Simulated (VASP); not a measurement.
# SiC (P6_3mc) in VASP: notebook

Runs on SiC. Level: LDA. Tasks: relaxation of cell and atoms.

All numbers are computed with VASP 6.6.1; they aren't measurements. Logs are shortened: lines on timing, memory, paths and dates and some standing lists are left out, and cuts for length are marked.

**1. The cell of the first run**

Symmetry: P6_3mc, No. 186, hexagonal system. Conventional cell: a = 3.056 Å, b = 3.056 Å, c = 5.016 Å, α = 90.00°, β = 90.00°, γ = 120.00°. Within 2.5 Å of Si (site symmetry 3m) lie 4 C at 1.87 to 1.89 Å. C (site symmetry 3m) has 4 Si at 1.87 to 1.89 Å within 2.5 Å.

**2. Relaxation of cell and atoms, LDA, target pressure 4 GPa, at which the enthalpy is minimised**

Input file INCAR:

```
SYSTEM = SiC
  PREC = Accurate
  ENCUT = 600
  EDIFF = 1E-6
  ISMEAR = 0
  SIGMA = 0.01
  LREAL = .False.
  LASPH = .True.
  NELM = 80
  ALGO = Normal
  ISIF = 3
  LWAVE = .False.
  LCHARG = .False.
  IBRION = 2
  NSW = 100
  EDIFFG = -0.002
  PSTRESS = 40.0
```

Input file KPOINTS:

```
regular mesh
0
Gamma
  8 8 6
  0 0 0
```

Input file POSCAR:

```
SiC
1.0
    3.0563647925      0.0000000000      0.0000000000
   -1.5281823962      2.6468895535      0.0000000000
    0.0000000000      0.0000000000      5.0159020124
Si C
2 2
Direct
    0.3333333333      0.6666666667      0.0045955262
    0.6666666667      0.3333333333      0.5045955262
    0.3333333333      0.6666666667      0.3804044738
    0.6666666667      0.3333333333      0.8804044738
```

Potentials or basis: VASP PAW LDA potentials, release 64 (Si, C).

Started as:

```sh
cat potpaw_LDA.64/Si/POTCAR potpaw_LDA.64/C/POTCAR > POTCAR
mpirun -np 1 vasp_std > vasp.out
```

OUTCAR:

```text
SYSTEM = SiC
   PREC = Accurate
   ENCUT = 600
   EDIFF = 1E-6
   ISMEAR = 0
   LREAL = .False.
   LASPH = .True.
   NELM = 80
   ISIF = 3
   IBRION = 2
   NSW = 100
   EDIFFG = -0.002
   PSTRESS = 40.0

 ion  position               nearest neighbor table
   1  0.333  0.667  0.005-   4 1.87   4 1.87   4 1.87   3 1.89   2 3.07   2 3.07   2 3.07   2 3.07
                             2 3.07   2 3.07
   2  0.667  0.333  0.505-   3 1.87   3 1.87   3 1.87   4 1.89   1 3.07   1 3.07   1 3.07   1 3.07
                             1 3.07   1 3.07
   3  0.333  0.667  0.380-   2 1.87   2 1.87   2 1.87   1 1.89
   4  0.667  0.333  0.880-   1 1.87   1 1.87   1 1.87   2 1.89

  LATTYP: Found a hexagonal cell.
 ALAT       =     3.0563647925
 C/A-ratio  =     1.6411332917

  Lattice vectors:

 A1 = (   3.0563647925,   0.0000000000,   0.0000000000)
 A2 = (  -1.5281823962,   2.6468895535,   0.0000000000)
 A3 = (   0.0000000000,   0.0000000000,   5.0159020124)

Analysis of symmetry for initial positions (statically):
=====================================================================
 Subroutine PRICEL returns:
 Original cell was already a primitive cell.

 Routine SETGRP: Setting up the symmetry group for a
 hexagonal supercell.

 Subroutine GETGRP returns: Found 12 space group operations
 (whereof  6 operations were pure point group operations)
 out of a pool of 24 trial point group operations.

The static configuration has the point symmetry C_3v.
 The point group associated with its full space group is C_6v.

Analysis of symmetry for dynamics (positions and initial velocities):
=====================================================================
 Subroutine PRICEL returns:
 Original cell was already a primitive cell.

 Routine SETGRP: Setting up the symmetry group for a
 hexagonal supercell.

 Subroutine GETGRP returns: Found 12 space group operations
 (whereof  6 operations were pure point group operations)
 out of a pool of 24 trial point group operations.

The dynamic configuration has the point symmetry C_3v.
 The point group associated with its full space group is C_6v.

 Subroutine INISYM returns: Found 12 space group operations
 (whereof  6 operations are pure point group operations),
 and found     1 'primitive' translations

----------------------------------------------------------------------------------------

                                     Primitive cell

  volume of cell :      40.5779

  direct lattice vectors                    reciprocal lattice vectors
     3.056364793  0.000000000  0.000000000     0.327186075  0.188900968  0.000000000
    -1.528182396  2.646889553  0.000000000     0.000000000  0.377801937  0.000000000
     0.000000000  0.000000000  5.015902012     0.000000000  0.000000000  0.199365936

  length of vectors
     3.056364793  3.056364792  5.015902012     0.377801937  0.377801937  0.199365936

  position of ions in fractional coordinates (direct lattice)
     0.333333333  0.666666667  0.004595526
     0.666666667  0.333333333  0.504595526
     0.333333333  0.666666667  0.380404474
     0.666666667  0.333333333  0.880404474

  ion indices of the primitive-cell ions
   primitive index   ion index
                 1           1
                 2           2
                 3           3
                 4           4

----------------------------------------------------------------------------------------

 KPOINTS: regular mesh

Automatic generation of k-mesh.
 Grid dimensions read from file:
 generate k-points for:    8    8    6

 Generating k-lattice:

  Cartesian coordinates                     Fractional coordinates (reciprocal lattice)
     0.040898259  0.023612621  0.000000000     0.125000000  0.000000000  0.000000000
     0.000000000  0.047225242  0.000000000     0.000000000  0.125000000  0.000000000
     0.000000000  0.000000000  0.033227656     0.000000000  0.000000000  0.166666667

  Length of vectors
     0.047225242  0.047225242  0.033227656

  Shift w.r.t. Gamma in fractional coordinates (k-lattice)
     0.000000000  0.000000000  0.000000000

 Subroutine IBZKPT returns following result:
 ===========================================

 Found     40 irreducible k-points:

 Following reciprocal coordinates:
            Coordinates               Weight
  0.000000  0.000000  0.000000      1.000000
  0.125000 -0.000000  0.000000      6.000000
  0.250000 -0.000000  0.000000      6.000000
  0.375000 -0.000000  0.000000      6.000000
  0.500000 -0.000000  0.000000      3.000000
  0.125000  0.125000  0.000000      6.000000
[... 16 lines left out ...]
  0.250000 -0.000000  0.333333     12.000000
  0.375000 -0.000000  0.333333     12.000000
 [... further k-points ...]
   k-points           NKPTS =     40   k-points in BZ     NKDIM =     40   number of bands    NBANDS=     12
   number of dos      NEDOS =    301   number of ions     NIONS =      4
   total plane-waves  NPLWV =  23040
   dimension x,y,z NGX =    24 NGY =   24 NGZ =   40
   dimension x,y,z NGXF=    48 NGYF=   48 NGZF=   80
   ions per type =               2   2
   NGX,Y,Z   is equivalent  to a cutoff of  13.05, 13.05, 13.26 a.u.
   NGXF,Y,Z  is equivalent  to a cutoff of  26.11, 26.11, 26.52 a.u.
 SYSTEM =  SiC
   PREC   = accura    normal or accurate (medium, high low for compatibility)
   ISTART =      0    job   : 0-new  1-cont  2-samecut
   ICHARG =      2    charge: 1-file 2-atom 10-const
   ISPIN  =      1    spin polarized calculation?
   LNONCOLLINEAR =      F non collinear calculations
   LSORBIT =      F    spin-orbit coupling
   LASPH  =      T    aspherical Exc in radial PAW
   ENCUT  =  600.0 eV  44.10 Ry    6.64 a.u.   6.10  6.10 10.02*2*pi/ulx,y,z
   NELM   =     80;   NELMIN=  2; NELMDL= -5     # of ELM steps
   EDIFF  = 0.1E-05   stopping-criterion for ELM
   LREAL  =      F    real-space projection
   EDIFFG = -.2E-02   stopping-criterion for IOM
   NSW    =    100    number of steps for IOM
   IBRION =      2    ionic relax: 0-MD 1-quasi-New 2-CG
   NFREE  =      1    steps in history (QN), initial steepest desc. (CG)
   ISIF   =      3    stress and relaxation
   ISYM   =      2    0-nonsym 1-usesym 2-fastsym
   POTIM  = 0.5000    time-step for ionic-motion
   TEBEG  =    0.0;   TEEND  =   0.0 temperature during run
   PSTRESS=   40.0 pullay stress
   NELECT =      16.0000    total number of electrons
   NUPDOWN=      -1.0000    fix difference up-down
   EMIN   =  10.00;   EMAX   =-10.00  energy-range for DOS
   EFERMI =   0.00;   METHOD = LEGACY
   ISMEAR =     0;   SIGMA  =   0.01  broadening in eV -4-tet -1-fermi 0-gaus
   EFERMI_NEDOS =   21; number of points for ismear=-14 and -15
   IALGO  =     38    algorithm
   IMIX   =      4    mixing-type and parameters
     AMIX     =   0.40;   BMIX     =  1.00
     AMIX_MAG =   1.60;   BMIX_MAG =  1.00
  volume/ion in A,a.u.               =      10.14        68.46
  Fermi-wavevector in a.u.,A,eV,Ry     =   1.200470  2.268560 19.607755  1.441129
  Thomas-Fermi vector in A             =   2.336306
   LORBIT       =      0    0 simple, 1 ext, 2 COOP (PROOUT), +10 PAW based schemes
   GGA     = CA    functional components
   LHFCALC =     F    Hartree Fock is set to
   AEXX    =    0.0000 exact exchange contribution
   IVDW    =     0    specifies the selected vdW correction
   LEPSILON=     F    determine dielectric tensor
   LRPA    =     F    only Hartree local field effects (RPA)
 conjugate gradient relaxation of ions
 non-spin polarized calculation
 Gauss-broadening in eV      SIGMA  =   0.01
  energy-cutoff  :      600.00
  volume of cell :       40.58
 maximum number of plane-waves:      1372
   NGX = 13   NGY = 13   NGZ = 21

--------------------------------------- Ionic step        1  -------------------------------------------

 number of electron      15.9999998 magnetization

 Free energy of the ion-electron system (eV)
  ---------------------------------------------------
  ext. energy  EPLUGINS =         0.00000000
  ---------------------------------------------------
  free energy    TOTEN  =       -33.27893352 eV

  energy without entropy =      -33.27893352  energy(sigma->0) =      -33.27893352

------------------------ aborting loop because EDIFF is reached ----------------------------------------

  FORCE on cell =-STRESS in cart. coord.  units (eV):
  Direction    XX          YY          ZZ          XY          YZ          ZX
  --------------------------------------------------------------------------------------
  -------------------------------------------------------------------------------------
  Total        0.0651371      0.0651371      0.0649442      0.0000000      0.0000000      0.0000000
  in kB        2.5718695      2.5718695      2.5642543      0.0000000      0.0000000      0.0000000
  external PRESSURE =     -37.4306689 kB  Pullay stress =      40.0000000 kB
[... 225 lines left out ...]
  enthalpy is  TOTEN    =       -32.2733748846 eV   P V=        0.9971541837

--------------------------------------- Ionic step        7  -------------------------------------------

 number of electron      15.9999998 magnetization

 Free energy of the ion-electron system (eV)
  ---------------------------------------------------
  ext. energy  EPLUGINS =         0.00000000
  ---------------------------------------------------
  free energy    TOTEN  =       -33.27049121 eV

  energy without entropy =      -33.27049121  energy(sigma->0) =      -33.27049121

 E-fermi :   8.7178     XC(G=0): -11.7006

 val. band max:        8.6201062786   @ k =   0.0000   0.0000   0.0000
 cond. band min:      10.9751597452   @ k =   0.3750   0.2500   0.0000
 fundamental gap:      2.3550534666
 Fermi energy:         8.7178104038

 k-point     1 :       0.0000    0.0000    0.0000
  band No.  band energies     occupation
      1      -7.1409      2.00000
      2      -3.3896      2.00000
      3      -0.3005      2.00000
      4       7.2873      2.00000
      5       7.2873      2.00000
      6       8.5048      2.00000
      7       8.6201      2.00000
      8       8.6201      2.00000
      9      13.6793      0.00000
     10      15.2067      0.00000
     11      15.3819      0.00000
     12      15.3819      0.00000
[... 331 lines left out ...]
 k-point    24 :       0.3750   -0.0000    0.3333
  band No.  band energies     occupation
      1      -4.2505      2.00000
      2      -2.8744      2.00000
      3       0.9308      2.00000
      4       2.2278      2.00000
      5       4.4988      2.00000
      6       5.8513      2.00000
      7       6.8097      2.00000
      8       6.8824      2.00000
      9      11.7631      0.00000
     10      12.5963      0.00000
     11      14.4247      0.00000
     12      15.9969      0.00000

 [... further k-points ...]

------------------------ aborting loop because EDIFF is reached ----------------------------------------

  FORCE on cell =-STRESS in cart. coord.  units (eV):
  Direction    XX          YY          ZZ          XY          YZ          ZX
  --------------------------------------------------------------------------------------
  -------------------------------------------------------------------------------------
  Total        1.0028053      1.0028053      1.0022401      0.0000000      0.0000000     -0.0000000
  in kB       40.2281961     40.2281961     40.2055230      0.0000000      0.0000000     -0.0000000
  external PRESSURE =       0.2206384 kB  Pullay stress =      40.0000000 kB
[... 19 lines left out ...]
  FREE ENERGIE OF THE ION-ELECTRON SYSTEM (eV)
  ---------------------------------------------------
  free  energy   TOTEN  =       -33.2704912144 eV

  energy  without entropy=      -33.2704912144  energy(sigma->0) =      -33.27049121

  enthalpy is  TOTEN    =       -32.2733743894 eV   P V=        0.9971168250

 reached required accuracy - stopping structural energy minimisation
```

Run time: 73 s. Hardware: 1 thread of Intel Xeon 8259CL, shared host; peak memory 0.15 GiB.

Results:

```yaml
Free_energy: -33.2705 eV
Relaxed_volume: 9.98 Å³/atom
Relaxed_cell: a = 3.040 Å, b = 3.040 Å, c = 4.989 Å, α = 90.00°, β = 90.00°, γ = 120.00°
Space_group_after_relaxing_to_0.05_Å: P6_3mc (No. 186)
Energy_change_on_relaxing_the_enthalpy_is_what_falls: +2.1 meV/atom
Ionic_steps: 7
Pressure_after_relaxing: 4.0 GPa
Band_gap_on_the_k_mesh: 2.36 eV, indirect (least direct gap 3.94 eV)
```

The path:
```csv
step,energy change (eV),largest force (eV/Å),pressure (GPa),volume (Å³)
1,0.0000,0.0006,0.26,40.58
2,0.0377,0.0066,8.75,39.20
3,0.0083,0.0026,3.98,39.95
4,0.0086,0.0027,4.04,39.93
5,0.0082,0.0046,3.97,39.95
6,0.0084,0.0017,4.01,39.94
7,0.0084,0.0005,4.02,39.94
```

Final structure:
```
CELL_PARAMETERS angstrom
3.04034 0.00000 0.00000
-1.52017 2.63301 0.00000
0.00000 0.00000 4.98908
ATOMIC_POSITIONS crystal
Si 0.33333 0.66667 0.00460
Si 0.66667 0.33333 0.50460
C 0.33333 0.66667 0.38040
C 0.66667 0.33333 0.88040
```

Caveat: the cell is relaxed towards a set pressure, so the enthalpy falls and the energy may rise. LDA usually gives volumes a few per cent too small.

**3. Relaxation of cell and atoms, LDA, target pressure 7 GPa, at which the enthalpy is minimised**

Input file INCAR:

```
SYSTEM = SiC
PREC     = Accurate       ! precision mode
ENCUT    = 600            ! plane-wave cutoff, eV
EDIFF    = 1E-7           ! SCF threshold, eV
ISMEAR   = 0              ! smearing method
SIGMA    = 0.01           ! smearing width, eV
LREAL    = .False.        ! projectors in reciprocal space
LASPH    = .True.         ! aspherical terms in the spheres
NELM     = 100            ! most SCF steps
ALGO     = Normal         ! electronic algorithm
ISIF     = 3              ! what is computed and relaxed
LWAVE    = .False.        ! write WAVECAR
LCHARG   = .False.        ! write CHGCAR
IBRION   = 2              ! ionic algorithm
NSW      = 100            ! ionic steps
EDIFFG   = -0.002         ! ionic threshold
PSTRESS  = 70.0
```

Input file KPOINTS:

```
Automatic mesh
0
Gamma
  8 8 6
  0 0 0
```

POSCAR is that of step 2.

Potentials or basis: VASP PAW LDA potentials, release 64 (Si, C).

Started as:

```sh
cat potpaw_LDA.64/Si/POTCAR potpaw_LDA.64/C/POTCAR > POTCAR
mpirun -np 1 vasp_std > vasp.out
```

OUTCAR:

```text
SYSTEM = SiC
   PREC = Accurate
   ENCUT = 600
   EDIFF = 1E-7
   ISMEAR = 0
   LREAL = .False.
   LASPH = .True.
   NELM = 100
   ISIF = 3
   IBRION = 2
   NSW = 100
   EDIFFG = -0.002
   PSTRESS = 70.0

 ion  position               nearest neighbor table
   1  0.333  0.667  0.005-   4 1.87   4 1.87   4 1.87   3 1.89   2 3.07   2 3.07   2 3.07   2 3.07
                             2 3.07   2 3.07
   2  0.667  0.333  0.505-   3 1.87   3 1.87   3 1.87   4 1.89   1 3.07   1 3.07   1 3.07   1 3.07
                             1 3.07   1 3.07
   3  0.333  0.667  0.380-   2 1.87   2 1.87   2 1.87   1 1.89
   4  0.667  0.333  0.880-   1 1.87   1 1.87   1 1.87   2 1.89

  LATTYP: Found a hexagonal cell.
 ALAT       =     3.0563647925
 C/A-ratio  =     1.6411332917

  Lattice vectors:

 A1 = (   3.0563647925,   0.0000000000,   0.0000000000)
 A2 = (  -1.5281823962,   2.6468895535,   0.0000000000)
[... 403 lines left out ...]
      2      -3.2984      2.00000
      3      -0.2302      2.00000
      4       7.4224      2.00000
      5       7.4224      2.00000
      6       8.6449      2.00000
      7       8.7611      2.00000
      8       8.7611      2.00000
      9      13.9213      0.00000
     10      15.4704      0.00000
     11      15.5943      0.00000
     12      15.5943      0.00000
[... 331 lines left out ...]
 k-point    24 :       0.3750   -0.0000    0.3333
  band No.  band energies     occupation
      1      -4.1774      2.00000
      2      -2.7853      2.00000
      3       1.0278      2.00000
      4       2.3369      2.00000
      5       4.6121      2.00000
      6       5.9730      2.00000
      7       6.9400      2.00000
      8       7.0139      2.00000
      9      11.9312      0.00000
     10      12.7639      0.00000
     11      14.6255      0.00000
     12      16.2090      0.00000

 [... further k-points ...]

------------------------ aborting loop because EDIFF is reached ----------------------------------------

  FORCE on cell =-STRESS in cart. coord.  units (eV):
  Direction    XX          YY          ZZ          XY          YZ          ZX
  --------------------------------------------------------------------------------------
  -------------------------------------------------------------------------------------
  Total        1.7259804      1.7259804      1.7243430      0.0000000      0.0000000      0.0000000
  in kB       70.0681443     70.0681443     70.0016724      0.0000000      0.0000000      0.0000000
  external PRESSURE =       0.0459870 kB  Pullay stress =      70.0000000 kB
[... 23 lines left out ...]
  energy  without entropy=      -33.2542605497  energy(sigma->0) =      -33.25426055

  enthalpy is  TOTEN    =       -31.5299587249 eV   P V=        1.7243018248

 reached required accuracy - stopping structural energy minimisation
```

Run time: 89 s. Hardware: 1 thread of Intel Xeon 8259CL, shared host; peak memory 0.15 GiB.

Results:

| Item | Value |
| --- | --- |
| Free energy | -33.2543 eV |
| Relaxed volume | 9.87 Å³/atom |
| Relaxed cell | a = 3.028 Å, b = 3.028 Å, c = 4.969 Å, α = 90.00°, β = 90.00°, γ = 120.00° |
| Space group after relaxing (to 0.05 Å) | P6_3mc (No. 186) |
| Energy change on relaxing (the enthalpy is what falls) | +6.2 meV/atom |
| Ionic steps | 6 |
| Pressure after relaxing | 7.0 GPa |
| Band gap on the k mesh | 2.34 eV, indirect (least direct gap 3.96 eV) |

Step by step:
```tsv
step	energy change (eV)	largest force (eV/Å)	pressure (GPa)	volume (Å³)
1	0.0000	0.0007	0.26	40.58
2	0.1221	0.0118	16.47	38.12
3	0.0243	0.0047	6.95	39.48
4	0.0252	0.0048	7.08	39.45
5	0.0241	0.0089	6.91	39.48
6	0.0247	0.0015	7.00	39.47
```

Final structure:
```yaml
crystal:
  lattice:
    - [3.02840, 0.00000, 0.00000]
    - [-1.51420, 2.62267, 0.00000]
    - [0.00000, 0.00000, 4.96898]
  atoms:
    - { symbol: Si, position: [0.33333, 0.66667, 0.00461] }
    - { symbol: Si, position: [0.66667, 0.33333, 0.50461] }
    - { symbol: C, position: [0.33333, 0.66667, 0.38039] }
    - { symbol: C, position: [0.66667, 0.33333, 0.88039] }
```

Levels at points of the mesh, in eV from the valence-band top:
```
           k point  band 5  band 6  band 7  band 8  band 9  band 10  band 11  band 12
(0.00, 0.00, 0.00)   -1.34   -0.12    0.00    0.00    5.16     6.71     6.83     6.83
(0.50, 0.00, 0.00)   -5.61   -3.45   -3.42   -1.21    2.76     4.19     7.17     7.22
(0.00, 0.00, 0.50)   -0.72   -0.72   -0.72   -0.72    6.23     6.23     7.50     7.50
(0.50, 0.00, 0.50)   -2.51   -2.51   -2.38   -2.38    3.31     3.31     5.36     5.36
```

Caveat: the cell is relaxed towards a set pressure, so the enthalpy falls and the energy may rise.

(Continued in part 2 of 2.)
